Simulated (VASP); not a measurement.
# In (I4/mmm) in VASP: further runs

Aim: see how the results for In move with the level of theory and the settings. Levels: PBEsol, RPBE, PBE. Tasks: relaxation of cell and atoms, single point.

Everything below comes from runs of VASP 6.6.1. Logs are shortened: lines on timing, memory, paths and dates and some standing lists are left out, and cuts for length are marked.

## Step 1: The cell of the first run

The structure is tetragonal, space group I4/mmm (No. 139). The conventional cell has a = 3.251 Å, b = 3.251 Å, c = 4.947 Å, α = 90.00°, β = 90.00°, γ = 90.00°. Within 4.3 Å of In (site symmetry 4/mmm) lie 12 In at 3.25 to 3.38 Å.

## Step 2: Relaxation of cell and atoms, PBEsol

File INCAR:

```
PREC = Accurate ; ENCUT = 600
EDIFF = 1E-7 ; ISMEAR = -1
SIGMA = 0.05 ; LREAL = F
LASPH = T ; NELM = 60
ALGO = Fast ; ISIF = 3
LWAVE = F ; LCHARG = F
GGA = PS ; IBRION = 2
NSW = 60 ; EDIFFG = -0.01
```

File KPOINTS:

```
regular mesh
0
Gamma
  11 11 11
```

File POSCAR:

```
In
1.0
   -1.6254700000      1.6254700000      2.4737000000
    1.6254700000     -1.6254700000      2.4737000000
    1.6254700000      1.6254700000     -2.4737000000
In
1
Direct
    0.0000000000      0.0000000000      0.0000000000
```

Potentials or basis: VASP PAW PBE potentials, release 64 (In_d).

Run with:

```console
$ cat potpaw_PBE.64/In_d/POTCAR > POTCAR
$ mpirun -np 1 vasp_std > vasp.out
```

OUTCAR:

```text
PREC = Accurate
   ENCUT = 600
   EDIFF = 1E-7
   ISMEAR = -1
   LREAL = F
   LASPH = T
   NELM = 60
   ISIF = 3
   GGA = PS
   IBRION = 2
   NSW = 60
   EDIFFG = -0.01

 ion  position               nearest neighbor table
   1  0.000  0.000  0.000-

  LATTYP: Found a body centered tetragonal cell.
 ALAT       =     3.2509400000
 C/A-ratio  =     1.5218367611

  Lattice vectors:

 A1 = (  -1.6254700000,   1.6254700000,   2.4737000000)
 A2 = (   1.6254700000,  -1.6254700000,   2.4737000000)
 A3 = (   1.6254700000,   1.6254700000,  -2.4737000000)

Analysis of symmetry for initial positions (statically):
=====================================================================
 Subroutine PRICEL returns:
 Original cell was already a primitive cell.

 Routine SETGRP: Setting up the symmetry group for a
 body centered tetragonal supercell.

 Subroutine GETGRP returns: Found 16 space group operations
 (whereof 16 operations were pure point group operations)
 out of a pool of 16 trial point group operations.

The static configuration has the point symmetry D_4h.

Analysis of symmetry for dynamics (positions and initial velocities):
=====================================================================
 Subroutine PRICEL returns:
 Original cell was already a primitive cell.

 Routine SETGRP: Setting up the symmetry group for a
 body centered tetragonal supercell.

 Subroutine GETGRP returns: Found 16 space group operations
 (whereof 16 operations were pure point group operations)
 out of a pool of 16 trial point group operations.

The dynamic configuration has the point symmetry D_4h.

 Subroutine INISYM returns: Found 16 space group operations
 (whereof 16 operations are pure point group operations),
 and found     1 'primitive' translations

----------------------------------------------------------------------------------------

                                     Primitive cell

  volume of cell :      26.1436

  direct lattice vectors                    reciprocal lattice vectors
    -1.625470000  1.625470000  2.473700000     0.000000000  0.307603339  0.202126369
     1.625470000 -1.625470000  2.473700000     0.307603339  0.000000000  0.202126369
     1.625470000  1.625470000 -2.473700000     0.307603339  0.307603339  0.000000000

  length of vectors
     3.376906444  3.376906444  3.376906444     0.368069129  0.368069129  0.435016814

  position of ions in fractional coordinates (direct lattice)
     0.000000000  0.000000000  0.000000000

  ion indices of the primitive-cell ions
   primitive index   ion index
                 1           1

----------------------------------------------------------------------------------------

 KPOINTS: regular mesh

Automatic generation of k-mesh.
 Grid dimensions read from file:
 generate k-points for:   11   11   11

 Generating k-lattice:

  Cartesian coordinates                     Fractional coordinates (reciprocal lattice)
     0.000000000  0.027963940  0.018375124     0.090909091  0.000000000 -0.000000000
     0.027963940  0.000000000  0.018375124     0.000000000  0.090909091 -0.000000000
     0.027963940  0.027963940  0.000000000     0.000000000  0.000000000  0.090909091

  Length of vectors
     0.033460830  0.033460830  0.039546983

  Shift w.r.t. Gamma in fractional coordinates (k-lattice)
     0.000000000  0.000000000  0.000000000

 Subroutine IBZKPT returns following result:
 ===========================================

 Found    126 irreducible k-points:

 Following reciprocal coordinates:
            Coordinates               Weight
  0.000000  0.000000  0.000000      1.000000
  0.090909  0.000000 -0.000000      8.000000
  0.181818  0.000000 -0.000000      8.000000
  0.272727  0.000000 -0.000000      8.000000
  0.363636  0.000000 -0.000000      8.000000
  0.454545  0.000000 -0.000000      8.000000
[... 16 lines left out ...]
 -0.272727  0.181818 -0.000000     16.000000
 -0.181818  0.181818  0.000000      4.000000
 [... further k-points ...]
   k-points           NKPTS =    126   k-points in BZ     NKDIM =    126   number of bands    NBANDS=     10
   number of dos      NEDOS =    301   number of ions     NIONS =      1
   total plane-waves  NPLWV =  21952
   dimension x,y,z NGX =    28 NGY =   28 NGZ =   28
   dimension x,y,z NGXF=    56 NGYF=   56 NGZF=   56
   ions per type =               1
   NGX,Y,Z   is equivalent  to a cutoff of  13.78, 13.78, 13.78 a.u.
   NGXF,Y,Z  is equivalent  to a cutoff of  27.57, 27.57, 27.57 a.u.
 SYSTEM =  unknown system
   PREC   = accura    normal or accurate (medium, high low for compatibility)
   ISTART =      0    job   : 0-new  1-cont  2-samecut
   ICHARG =      2    charge: 1-file 2-atom 10-const
   ISPIN  =      1    spin polarized calculation?
   LNONCOLLINEAR =      F non collinear calculations
   LSORBIT =      F    spin-orbit coupling
   LASPH  =      T    aspherical Exc in radial PAW
   ENCUT  =  600.0 eV  44.10 Ry    6.64 a.u.   6.74  6.74  6.74*2*pi/ulx,y,z
   NELM   =     60;   NELMIN=  2; NELMDL= -5     # of ELM steps
   EDIFF  = 0.1E-06   stopping-criterion for ELM
   LREAL  =      F    real-space projection
   EDIFFG = -.1E-01   stopping-criterion for IOM
   NSW    =     60    number of steps for IOM
   IBRION =      2    ionic relax: 0-MD 1-quasi-New 2-CG
   NFREE  =      1    steps in history (QN), initial steepest desc. (CG)
   ISIF   =      3    stress and relaxation
   ISYM   =      2    0-nonsym 1-usesym 2-fastsym
   POTIM  = 0.5000    time-step for ionic-motion
   TEBEG  =    0.0;   TEEND  =   0.0 temperature during run
   PSTRESS=    0.0 pullay stress
   NELECT =      13.0000    total number of electrons
   NUPDOWN=      -1.0000    fix difference up-down
   EMIN   =  10.00;   EMAX   =-10.00  energy-range for DOS
   EFERMI =   0.00;   METHOD = LEGACY
   ISMEAR =    -1;   SIGMA  =   0.05  broadening in eV -4-tet -1-fermi 0-gaus
   EFERMI_NEDOS =   21; number of points for ismear=-14 and -15
   IALGO  =     68    algorithm
   IMIX   =      4    mixing-type and parameters
     AMIX     =   0.40;   BMIX     =  1.00
     AMIX_MAG =   1.60;   BMIX_MAG =  1.00
  volume/ion in A,a.u.               =      26.14       176.43
  Fermi-wavevector in a.u.,A,eV,Ry     =   1.296983  2.450943 22.887245  1.682165
  Thomas-Fermi vector in A             =   2.428405
   LORBIT       =      0    0 simple, 1 ext, 2 COOP (PROOUT), +10 PAW based schemes
   GGA     = PS    functional components
   LHFCALC =     F    Hartree Fock is set to
   AEXX    =    0.0000 exact exchange contribution
   IVDW    =     0    specifies the selected vdW correction
   LEPSILON=     F    determine dielectric tensor
   LRPA    =     F    only Hartree local field effects (RPA)
 conjugate gradient relaxation of ions
 non-spin polarized calculation
 RMM-DIIS sequential band-by-band and
  energy-cutoff  :      600.00
  volume of cell :       26.14
 maximum number of plane-waves:       901
   NGX = 13   NGY = 13   NGZ = 13

--------------------------------------- Ionic step        1  -------------------------------------------

 number of electron      13.0000006 magnetization

 Free energy of the ion-electron system (eV)
  ---------------------------------------------------
  ext. energy  EPLUGINS =         0.00000000
  ---------------------------------------------------
  free energy    TOTEN  =        -2.98272545 eV

  energy without entropy =       -2.97879043  energy(sigma->0) =       -2.98075794

------------------------ aborting loop because EDIFF is reached ----------------------------------------

  FORCE on cell =-STRESS in cart. coord.  units (eV):
  Direction    XX          YY          ZZ          XY          YZ          ZX
  --------------------------------------------------------------------------------------
  -------------------------------------------------------------------------------------
  Total       -0.1313248     -0.1313248     -0.2018334      0.0000000     -0.0000000      0.0000000
  in kB       -8.0480818     -8.0480818    -12.3691147      0.0000000     -0.0000000      0.0000000
  external PRESSURE =      -9.4884261 kB  Pullay stress =       0.0000000 kB
[... 86 lines left out ...]
  FREE ENERGIE OF THE ION-ELECTRON SYSTEM (eV)
  ---------------------------------------------------
  free  energy   TOTEN  =        -2.9845333901 eV

  energy  without entropy=       -2.9807001935  energy(sigma->0) =       -2.98261679

[... ionic steps 4 to 8 ...]

--------------------------------------- Ionic step        9  -------------------------------------------

 number of electron      13.0000005 magnetization

------------------------ aborting loop because EDIFF is reached ----------------------------------------

  FORCE on cell =-STRESS in cart. coord.  units (eV):
  Direction    XX          YY          ZZ          XY          YZ          ZX
  --------------------------------------------------------------------------------------
  -------------------------------------------------------------------------------------
  Total        0.0160884      0.0160884      0.0162191     -0.0000000     -0.0000000      0.0000000
  in kB        1.0113485      1.0113485      1.0195616     -0.0000000     -0.0000000      0.0000000
  external PRESSURE =       1.0140862 kB  Pullay stress =       0.0000000 kB
[... 55 lines left out ...]
  energy  without entropy=       -2.9817003097  energy(sigma->0) =       -2.98391775

--------------------------------------- Ionic step       11  -------------------------------------------

 number of electron      13.0000005 magnetization

 Free energy of the ion-electron system (eV)
  ---------------------------------------------------
  ext. energy  EPLUGINS =         0.00000000
  ---------------------------------------------------
  free energy    TOTEN  =        -2.98616117 eV

  energy without entropy =       -2.98175457  energy(sigma->0) =       -2.98395787

 E-fermi :   7.6365     XC(G=0): -10.5204

 val. band max:        7.6296348317   @ k =  -0.1818   0.3636   0.0909
 cond. band min:       7.6535956505   @ k =   0.2727   0.1818   0.0909
 fundamental gap:      0.0239608188
 Fermi energy:         7.6364732659

 k-point     1 :       0.0000    0.0000    0.0000
  band No.  band energies     occupation
      1      -6.9799      2.00000
      2      -6.9226      2.00000
      3      -6.9226      2.00000
      4      -6.7864      2.00000
      5      -6.7278      2.00000
      6      -2.1036      2.00000
      7      18.3692      0.00000
      8      18.3692      0.00000
      9      18.4704      0.00000
     10      19.2215      0.00000
[... 287 lines left out ...]
 k-point    24 :      -0.1818    0.1818    0.0000
  band No.  band energies     occupation
      1      -6.9955      2.00000
      2      -6.8542      2.00000
      3      -6.8266      2.00000
      4      -6.8256      2.00000
      5      -6.7212      2.00000
      6      -1.0861      2.00000
      7      15.0271      0.00000
      8      15.1544      0.00000
      9      15.9330      0.00000
     10      17.0908      0.00000

 [... further k-points ...]
[... 5 lines left out ...]
  --------------------------------------------------------------------------------------
  -------------------------------------------------------------------------------------
  Total        0.0041029      0.0041029      0.0069356     -0.0000000      0.0000000      0.0000000
  in kB        0.2573501      0.2573501      0.4350259     -0.0000000      0.0000000      0.0000000
  external PRESSURE =       0.3165754 kB  Pullay stress =       0.0000000 kB
[... 16 lines left out ...]
  FREE ENERGIE OF THE ION-ELECTRON SYSTEM (eV)
  ---------------------------------------------------
  free  energy   TOTEN  =        -2.9861611685 eV

  energy  without entropy=       -2.9817545702  energy(sigma->0) =       -2.98395787

 reached required accuracy - stopping structural energy minimisation
```

It took 3.4 min on 1 thread of Intel Xeon Platinum 8375C at 2.90GHz (Ice Lake), shared host; peak memory 0.2 GiB.

What came out:

```
Free energy                            : -2.9862 eV
Relaxed volume                         : 25.54 Å³/atom
Relaxed cell                           : a = 3.328 Å, b = 3.328 Å, c = 3.328 Å, α = 121.29°, β = 121.29°, γ = 87.78°
Space group after relaxing (to 0.05 Å) : I4/mmm (No. 139)
Energy gained by relaxing              : 3.4 meV/atom
Ionic steps                            : 11
Pressure after relaxing                : 0.0 GPa
```

The path:
| step | energy change (eV) | largest force (eV/Å) | pressure (GPa) | volume (Å³) |
| --- | --- | --- | --- | --- |
| 1 | 0.0000 | 0.0000 | -0.95 | 26.14 |
| 2 | -0.0018 | 0.0000 | 0.05 | 25.56 |
| 3 | -0.0018 | 0.0000 | 0.05 | 25.56 |
| 4 | -0.0021 | 0.0000 | 0.04 | 25.55 |
| 5 | -0.0031 | 0.0000 | 0.04 | 25.52 |
| 6 | -0.0030 | 0.0000 | 0.21 | 25.45 |
| 7 | -0.0034 | 0.0000 | 0.13 | 25.48 |
| 8 | -0.0034 | 0.0000 | 0.09 | 25.49 |
| 9 | -0.0034 | 0.0000 | 0.10 | 25.49 |
| 10 | -0.0034 | 0.0000 | -0.11 | 25.61 |
| 11 | -0.0034 | 0.0000 | 0.03 | 25.54 |

Final structure:
```yaml
crystal:
  lattice:
    - [-1.63165, 1.63165, 2.39865]
    - [1.63165, -1.63165, 2.39865]
    - [1.63165, 1.63165, -2.39865]
  atoms:
    - { symbol: In, position: [0.00000, 0.00000, 0.00000] }
```

Caveat: the PAW data sets were made with another functional, which shifts forces and pressure a little; spin-orbit coupling is left out, which moves the levels of the heavy elements.

## Step 3: Relaxation of cell and atoms, RPBE

File INCAR:

```
SYSTEM = In
PREC = Accurate
ENCUT = 600
EDIFF = 1E-6
ISMEAR = -1
SIGMA = 0.05
LREAL = .FALSE.
LASPH = .TRUE.
NELM = 100
ALGO = Fast
ISIF = 3
LWAVE = .FALSE.
LCHARG = .FALSE.
GGA = RP
IBRION = 2
NSW = 60
EDIFFG = -0.01
```

File KPOINTS:

```
regular mesh
0
G
  11 11 11
  0 0 0
```

POSCAR is that of step 2.

Potentials or basis: VASP PAW PBE potentials, release 64 (In_d).

Run with:

```console
$ cat potpaw_PBE.64/In_d/POTCAR > POTCAR
$ mpirun -np 1 vasp_std > vasp.out
```

It took 2.5 min on 1 thread of Intel Xeon Platinum 8375C at 2.90GHz (Ice Lake), shared host; peak memory 0.19 GiB.

It converged, with:

| Property | Result |
| --- | --- |
| Free energy | -2.1982 eV |
| Relaxed volume | 28.82 Å³/atom |
| Relaxed cell | a = 3.485 Å, b = 3.485 Å, c = 3.485 Å, α = 122.30°, β = 122.30°, γ = 86.06° |
| Space group after relaxing (to 0.05 Å) | I4/mmm (No. 139) |
| Energy gained by relaxing | 28.2 meV/atom |
| Ionic steps | 11 |
| Pressure after relaxing | 0.0 GPa |

Stress tensor (GPa, compression positive):
```
-0.03  0.00  0.00
 0.00 -0.03  0.00
 0.00  0.00  0.05
```

The path:
```tsv
step	energy change (eV)	largest force (eV/Å)	pressure (GPa)	volume (Å³)
1	0.0000	0.0000	3.76	26.14
2	-0.0280	0.0000	0.17	28.53
3	-0.0282	0.0000	0.04	28.68
4	-0.0282	0.0000	0.08	28.73
5	-0.0282	0.0000	-0.09	28.83
6	-0.0282	0.0000	0.01	28.76
7	-0.0282	0.0000	0.05	28.76
8	-0.0282	0.0000	0.08	28.76
9	-0.0282	0.0000	0.00	28.82
10	-0.0282	0.0000	-0.03	28.83
11	-0.0282	0.0000	-0.01	28.82
```

Final structure:
```
In
1.0
    -1.68173    1.68173    2.54784
     1.68173   -1.68173    2.54784
     1.68173    1.68173   -2.54784
In
1
Direct
  0.00000 0.00000 0.00000
```

Levels at points of the mesh, in eV from the Fermi level:
```tsv
k point	band 4	band 5	band 6	band 7	band 8	band 9
(0.00, 0.00, 0.00)	-14.55	-14.48	-8.93	9.70	9.70	9.83
```

Caveat: the PAW data sets were made with another functional, which shifts forces and pressure a little; spin-orbit coupling is left out, which moves the levels of the heavy elements; the volume moved by +10 % from the deposited cell, more than functionals usually miss. Zero-point motion and thermal expansion aren't in these numbers.

(Part 1 of 2 ends here.)
